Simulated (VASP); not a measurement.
Here is a VASP 6.6.1 calculation.

The input INCAR:

```
SYSTEM = Ge3Te2S
PREC = Accurate
ENCUT = 520
EDIFF = 1E-6
ISMEAR = 0
SIGMA = 0.1
LREAL = .FALSE.
LASPH = .TRUE.
NELM = 100
ALGO = Normal
ISIF = 2
LWAVE = .FALSE.
LCHARG = .FALSE.
GGA = PE
NBANDS = 39
```

Contents of KPOINTS:

```
regular mesh
0
G
  3 3 4
  0 0 0
```

The input POSCAR:

```
Ge3Te2S
1.0
    9.7884751629      0.0000000000      0.0000000000
   -4.8942375814      8.4770681554      0.0000000000
    0.0000000000      0.0000000000      2.8577117176
Ge Te S
3 2 1
Direct
    0.5000000000      0.0000000000      0.5000000000
    0.0000000000      0.5000000000      0.5000000000
    0.5000000000      0.5000000000      0.5000000000
    0.3333333333      0.6666666667      0.5000000000
    0.6666666667      0.3333333333      0.5000000000
    0.0000000000      0.0000000000      0.5000000000
```

Potentials or basis: VASP PAW PBE potentials, release 64 (Ge_d, Te, S).

Command:

```sh
$ cat potpaw_PBE.64/Ge_d/POTCAR potpaw_PBE.64/Te/POTCAR potpaw_PBE.64/S/POTCAR > POTCAR
$ mpirun -np 1 vasp_std > vasp.out
```

(1) What does it give for the pressure?

(2) What does it give for the band gap on the k mesh?

Results:

(1) 0.2 GPa.

(2) zero (bands 30 and 31 overlap by 0.15 eV).

Caveat: the k points lie up to 0.55 Å⁻¹ apart; spin-orbit coupling is left out, which moves the levels of the heavy elements.
